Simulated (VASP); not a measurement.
# WSe2 in VASP: single point with PBE

Aim: the single point of WSe2 with PBE.

Program: VASP 6.6.1. These are calculated values, not measurements. Logs are shortened: lines on timing, memory, paths and dates and some standing lists are left out, and cuts for length are marked.

### 1 The cell of the first run

The cell holds a slab with vacuum, 12 atoms: a = 3.321 Å, b = 3.321 Å, c = 40.922 Å, α = 90.00°, β = 90.00°, γ = 120.00°.

### 2 Single point, PBE

The input, INCAR:

```
ALGO = Normal
DIPOL = 0.5 0.5 0.500
EDIFF = 1E-7
ENCUT = 520
GGA = PE
IDIPOL = 3
ISIF = 2
ISMEAR = 0
LASPH = T
LCHARG = F
LDIPOL = T
LREAL = F
LWAVE = F
NBANDS = 64
NELM = 100
PREC = Accurate
SIGMA = 0.05
```

The input, KPOINTS:

```
k-points
0
Gamma
  9 9 1
```

The input, POSCAR:

```
WSe2
1.0
    3.3209868302      0.0000000000      0.0000000000
   -1.6604934151      2.8760589606      0.0000000000
    0.0000000000      0.0000000000     40.9217738089
Se W
8 4
Direct
    0.3333333333      0.6666666667      0.1832765128
    0.3333333333      0.6666666667      0.2652882930
    0.6666666667      0.3333333333      0.3670882442
    0.6666666667      0.3333333333      0.4491000244
    0.3333333333      0.6666666667      0.5508999756
    0.3333333333      0.6666666667      0.6329117558
    0.6666666667      0.3333333333      0.7347117070
    0.6666666667      0.3333333333      0.8167234872
    0.6666666667      0.3333333333      0.2242824029
    0.3333333333      0.6666666667      0.4080941343
    0.6666666667      0.3333333333      0.5919058657
    0.3333333333      0.6666666667      0.7757175971
```

Potentials or basis: VASP PAW PBE potentials, release 64 (Se, W_sv).

Command:

```bash
cat potpaw_PBE.64/Se/POTCAR potpaw_PBE.64/W_sv/POTCAR > POTCAR
mpirun -np 1 vasp_std > vasp.out
```

OUTCAR:

```text
EDIFF = 1E-7
   ENCUT = 520
   GGA = PE
   ISIF = 2
   ISMEAR = 0
   LASPH = T
   LREAL = F
   NELM = 100
   PREC = Accurate

 ion  position               nearest neighbor table
   1  0.333  0.667  0.183-   9 2.55   9 2.55   9 2.55
   2  0.333  0.667  0.265-   9 2.55   9 2.55   9 2.55
   3  0.667  0.333  0.367-  10 2.55  10 2.55  10 2.55
   4  0.667  0.333  0.449-  10 2.55  10 2.55  10 2.55
   5  0.333  0.667  0.551-  11 2.55  11 2.55  11 2.55
   6  0.333  0.667  0.633-  11 2.55  11 2.55  11 2.55
   7  0.667  0.333  0.735-  12 2.55  12 2.55  12 2.55
   8  0.667  0.333  0.817-  12 2.55  12 2.55  12 2.55
   9  0.667  0.333  0.224-   2 2.55   1 2.55   2 2.55   1 2.55   2 2.55   1 2.55
  10  0.333  0.667  0.408-   3 2.55   4 2.55   3 2.55   4 2.55   3 2.55   4 2.55
  11  0.667  0.333  0.592-   5 2.55   6 2.55   5 2.55   6 2.55   5 2.55   6 2.55
  12  0.333  0.667  0.776-   7 2.55   8 2.55   7 2.55   8 2.55   7 2.55   8 2.55

  LATTYP: Found a hexagonal cell.
 ALAT       =     3.3209868302
 C/A-ratio  =    12.3221728664

  Lattice vectors:

 A1 = (   3.3209868302,   0.0000000000,   0.0000000000)
 A2 = (  -1.6604934151,   2.8760589606,   0.0000000000)
 A3 = (   0.0000000000,   0.0000000000,  40.9217738089)

Analysis of symmetry for initial positions (statically):
=====================================================================
 Subroutine PRICEL returns:
 Original cell was already a primitive cell.

 Routine SETGRP: Setting up the symmetry group for a
 hexagonal supercell.

 Subroutine GETGRP returns: Found 12 space group operations
 (whereof 12 operations were pure point group operations)
 out of a pool of 24 trial point group operations.

The static configuration has the point symmetry D_3d.

Analysis of symmetry for dynamics (positions and initial velocities):
=====================================================================
 Subroutine PRICEL returns:
 Original cell was already a primitive cell.

 Routine SETGRP: Setting up the symmetry group for a
 hexagonal supercell.

 Subroutine GETGRP returns: Found 12 space group operations
 (whereof 12 operations were pure point group operations)
 out of a pool of 24 trial point group operations.

The dynamic configuration has the point symmetry D_3d.

 Subroutine INISYM returns: Found 12 space group operations
 (whereof 12 operations are pure point group operations),
 and found     1 'primitive' translations

----------------------------------------------------------------------------------------

                                     Primitive cell

  volume of cell :     390.8583

  direct lattice vectors                    reciprocal lattice vectors
     3.320986830  0.000000000  0.000000000     0.301115316  0.173849009  0.000000000
    -1.660493415  2.876058961  0.000000000     0.000000000  0.347698018  0.000000000
     0.000000000  0.000000000 40.921773809     0.000000000  0.000000000  0.024436868

  length of vectors
     3.320986830  3.320986830 40.921773809     0.347698018  0.347698018  0.024436868

  position of ions in fractional coordinates (direct lattice)
     0.333333333  0.666666667  0.183276513
     0.333333333  0.666666667  0.265288293
     0.666666667  0.333333333  0.367088244
     0.666666667  0.333333333  0.449100024
     0.333333333  0.666666667  0.550899976
     0.333333333  0.666666667  0.632911756
     0.666666667  0.333333333  0.734711707
     0.666666667  0.333333333  0.816723487
     0.666666667  0.333333333  0.224282403
     0.333333333  0.666666667  0.408094134
     0.666666667  0.333333333  0.591905866
     0.333333333  0.666666667  0.775717597

  ion indices of the primitive-cell ions
   primitive index   ion index
                 1           1
                 2           2
                 3           3
                 4           4
                 5           5
                 6           6
                 7           7
                 8           8
                 9           9
                10          10
                11          11
                12          12

----------------------------------------------------------------------------------------

 KPOINTS: k-points

Automatic generation of k-mesh.
 Grid dimensions read from file:
 generate k-points for:    9    9    1

 Generating k-lattice:

  Cartesian coordinates                     Fractional coordinates (reciprocal lattice)
     0.033457257  0.019316557  0.000000000     0.111111111  0.000000000  0.000000000
     0.000000000  0.038633113  0.000000000     0.000000000  0.111111111  0.000000000
     0.000000000  0.000000000  0.024436868     0.000000000  0.000000000  1.000000000

  Length of vectors
     0.038633113  0.038633113  0.024436868

  Shift w.r.t. Gamma in fractional coordinates (k-lattice)
     0.000000000  0.000000000  0.000000000

 Subroutine IBZKPT returns following result:
 ===========================================

 Found     12 irreducible k-points:

 Following reciprocal coordinates:
            Coordinates               Weight
  0.000000  0.000000  0.000000      1.000000
  0.111111  0.000000  0.000000      6.000000
  0.222222  0.000000  0.000000      6.000000
  0.333333  0.000000  0.000000      6.000000
  0.444444  0.000000  0.000000      6.000000
  0.111111  0.111111  0.000000      6.000000
  0.222222  0.111111  0.000000     12.000000
  0.333333  0.111111  0.000000     12.000000
  0.444444  0.111111  0.000000      6.000000
  0.222222  0.222222  0.000000      6.000000
  0.333333  0.222222  0.000000     12.000000
  0.333333  0.333333  0.000000      2.000000
   k-points           NKPTS =     12   k-points in BZ     NKDIM =     12   number of bands    NBANDS=     64
   number of dos      NEDOS =    301   number of ions     NIONS =     12
   total plane-waves  NPLWV = 250880
   dimension x,y,z NGX =    28 NGY =   28 NGZ =  320
   dimension x,y,z NGXF=    56 NGYF=   56 NGZF=  640
   ions per type =               8   4
   NGX,Y,Z   is equivalent  to a cutoff of  14.02, 14.02, 13.00 a.u.
   NGXF,Y,Z  is equivalent  to a cutoff of  28.03, 28.03, 26.00 a.u.
 SYSTEM =  unknown system
   PREC   = accura    normal or accurate (medium, high low for compatibility)
   ISTART =      0    job   : 0-new  1-cont  2-samecut
   ICHARG =      2    charge: 1-file 2-atom 10-const
   ISPIN  =      1    spin polarized calculation?
   LNONCOLLINEAR =      F non collinear calculations
   LSORBIT =      F    spin-orbit coupling
   LASPH  =      T    aspherical Exc in radial PAW
   ENCUT  =  520.0 eV  38.22 Ry    6.18 a.u.   6.17  6.17 76.09*2*pi/ulx,y,z
   NELM   =    100;   NELMIN=  2; NELMDL= -5     # of ELM steps
   EDIFF  = 0.1E-06   stopping-criterion for ELM
   LREAL  =      F    real-space projection
   EDIFFG = 0.1E-05   stopping-criterion for IOM
   NSW    =      0    number of steps for IOM
   IBRION =     -1    ionic relax: 0-MD 1-quasi-New 2-CG
   NFREE  =      0    steps in history (QN), initial steepest desc. (CG)
   ISIF   =      2    stress and relaxation
   ISYM   =      2    0-nonsym 1-usesym 2-fastsym
   POTIM  = 0.5000    time-step for ionic-motion
   TEBEG  =    0.0;   TEEND  =   0.0 temperature during run
   PSTRESS=    0.0 pullay stress
   NELECT =     104.0000    total number of electrons
   NUPDOWN=      -1.0000    fix difference up-down
   EMIN   =  10.00;   EMAX   =-10.00  energy-range for DOS
   EFERMI =   0.00;   METHOD = LEGACY
   ISMEAR =     0;   SIGMA  =   0.05  broadening in eV -4-tet -1-fermi 0-gaus
   EFERMI_NEDOS =   21; number of points for ismear=-14 and -15
   IALGO  =     38    algorithm
   IMIX   =      4    mixing-type and parameters
     AMIX     =   0.40;   BMIX     =  1.00
     AMIX_MAG =   1.60;   BMIX_MAG =  1.00
  volume/ion in A,a.u.               =      32.57       219.80
  Fermi-wavevector in a.u.,A,eV,Ry     =   1.052962  1.989810 15.085182  1.108730
  Thomas-Fermi vector in A             =   2.188065
   LORBIT       =      0    0 simple, 1 ext, 2 COOP (PROOUT), +10 PAW based schemes
   GGA     = PE    functional components
   LHFCALC =     F    Hartree Fock is set to
   AEXX    =    0.0000 exact exchange contribution
   IVDW    =     0    specifies the selected vdW correction
   LEPSILON=     F    determine dielectric tensor
   LRPA    =     F    only Hartree local field effects (RPA)
 non-spin polarized calculation
 Gauss-broadening in eV      SIGMA  =   0.05
  energy-cutoff  :      520.00
  volume of cell :      390.86
 maximum number of plane-waves:     10562
 NGX is ok and might be reduce to    28
   NGX = 13   NGY = 13   NGZ =153

 dipolmoment           0.000000      0.000000      0.000000 electrons x Angstroem

 number of electron     104.0000000 magnetization

 dipolmoment           0.000000      0.000000     -0.000000 electrons x Angstroem

 Free energy of the ion-electron system (eV)
  ---------------------------------------------------
  ext. energy  EPLUGINS =         0.00000000
  ---------------------------------------------------
  free energy    TOTEN  =       -86.50790207 eV

  energy without entropy =      -86.50790207  energy(sigma->0) =      -86.50790207

 E-fermi :   2.1545     XC(G=0):  -7.2502

 val. band max:        1.8058494133   @ k =   0.3333   0.3333   0.0000
 cond. band min:       3.3307635341   @ k =   0.3333   0.3333   0.0000
 fundamental gap:      1.5249141207
 Fermi energy:         2.1545451727

 k-point     1 :       0.0000    0.0000    0.0000
  band No.  band energies     occupation
      1     -72.2955      2.00000
      2     -72.2955      2.00000
      3     -72.2953      2.00000
      4     -72.2953      2.00000
      5     -36.5145      2.00000
      6     -36.5145      2.00000
[... 793 lines left out ...]
     63       5.2241      0.00000
     64       5.2241      0.00000

------------------------ aborting loop because EDIFF is reached ----------------------------------------

 vacuum level on the upper side and lower side of the slab       (xc-potential included)        -0.088        -0.088

  FORCE on cell =-STRESS in cart. coord.  units (eV):
  Direction    XX          YY          ZZ          XY          YZ          ZX
  --------------------------------------------------------------------------------------
  -------------------------------------------------------------------------------------
  Total        0.3639194      0.3639194      0.6045159     -0.0000000      0.0000000      0.0000000
  in kB        1.4917510      1.4917510      2.4779864     -0.0000000      0.0000000      0.0000000
  external PRESSURE =       1.8204962 kB  Pullay stress =       0.0000000 kB

 VOLUME and BASIS-vectors are now :
 -----------------------------------------------------------------------------
  energy-cutoff  :      520.00
  volume of cell :      390.86
      direct lattice vectors                 reciprocal lattice vectors
     3.320986830  0.000000000  0.000000000     0.301115316  0.173849009  0.000000000
    -1.660493415  2.876058961  0.000000000     0.000000000  0.347698018  0.000000000
     0.000000000  0.000000000 40.921773809     0.000000000  0.000000000  0.024436868

 POSITION                                       TOTAL-FORCE (eV/Angst)
 -----------------------------------------------------------------------------------
     -0.00000      1.91737      7.50000        -0.000000      0.000000     -0.043588
     -0.00000      1.91737     10.85607         0.000000      0.000000      0.045659
      1.66049      0.95869     15.02190        -0.000000      0.000000     -0.045411
      1.66049      0.95869     18.37797        -0.000000      0.000000      0.045456
     -0.00000      1.91737     22.54380         0.000000     -0.000000     -0.045456
     -0.00000      1.91737     25.89987        -0.000000     -0.000000      0.045411
      1.66049      0.95869     30.06571        -0.000000      0.000000     -0.045659
      1.66049      0.95869     33.42177         0.000000     -0.000000      0.043588
      1.66049      0.95869      9.17803         0.000000      0.000000     -0.004012
     -0.00000      1.91737     16.69994        -0.000000      0.000000     -0.000034
      1.66049      0.95869     24.22184         0.000000     -0.000000      0.000034
     -0.00000      1.91737     31.74374        -0.000000      0.000000      0.004012
 -----------------------------------------------------------------------------------
    total drift:                                0.000000      0.000000      0.000000

  FREE ENERGIE OF THE ION-ELECTRON SYSTEM (eV)
  ---------------------------------------------------
  free  energy   TOTEN  =       -86.5079020738 eV

  energy  without entropy=      -86.5079020738  energy(sigma->0) =      -86.50790207

 vacuum level on the upper side and lower side of the slab         6.806         6.806
```

Run time: 12 min. Hardware: 1 thread of Intel Xeon Platinum 8375C at 2.90GHz (Ice Lake), shared host; peak memory 0.69 GiB.

What came out:

```yaml
Free_energy: -86.5079 eV
Largest_force: 0.046 eV/Å
Band_gap_on_the_k_mesh: 1.52 eV, direct
```

Forces in eV/Å, atoms in the order of the input:
```
Se   0.000  0.000 -0.044
Se   0.000  0.000  0.046
Se   0.000  0.000 -0.045
Se   0.000  0.000  0.045
Se   0.000  0.000 -0.045
Se   0.000  0.000  0.045
Se   0.000  0.000 -0.046
Se   0.000  0.000  0.044
W    0.000  0.000 -0.004
W    0.000  0.000  0.000
W    0.000  0.000  0.000
W    0.000  0.000  0.004
```

Caveat: spin-orbit coupling is left out, which moves the levels of the heavy elements.
